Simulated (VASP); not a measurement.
Input of a VASP 6.6.1 run:

Contents of INCAR:

```
PREC     = Accurate       # precision mode
ENCUT    = 600            # plane-wave cutoff, eV
EDIFF    = 1E-7           # SCF threshold, eV
ISMEAR   = 0              # smearing method
SIGMA    = 0.1            # smearing width, eV
LREAL    = False          # projectors in reciprocal space
LASPH    = True           # aspherical terms in the spheres
NELM     = 100            # most SCF steps
ALGO     = Normal         # electronic algorithm
ISIF     = 3              # what is computed and relaxed
LWAVE    = False          # write WAVECAR
LCHARG   = False          # write CHGCAR
GGA      = PE             # functional
IBRION   = 2              # ionic algorithm
NSW      = 100            # ionic steps
EDIFFG   = -0.01          # ionic threshold
```

The input KPOINTS:

```
Automatic mesh
0
Gamma
  30 30 14
```

POSCAR

```
B
1.0
    1.1054407887     -1.4769015958      0.0000000000
    1.1054407887      1.4769015958      0.0000000000
    0.0000000000      0.0000000000      3.9475315256
B
2
Direct
    0.4407463855      0.5592536145      0.2500000000
    0.5592536145      0.4407463855      0.7500000000
```

Potentials or basis: VASP PAW PBE potentials, release 64 (B).

The run is started by

```console
$ cat potpaw_PBE.64/B/POTCAR > POTCAR
$ mpirun -np 1 vasp_std > vasp.out
```

(1) Estimate the relaxed volume.

(2) Predict the band gap on the k mesh.

(3) Estimate the space group after relaxing (to 0.05 Å).

(4) What does it give for the relaxed cell?

Answers

(1) 6.58 Å³/atom.

(2) zero (band 3 reaches 12.08 eV, above the bottom of band 4 at 5.25 eV).

(3) Cmcm (No. 63).

(4) a = 1.797 Å, b = 1.797 Å, c = 4.318 Å, α = 90.00°, β = 90.00°, γ = 109.47°.
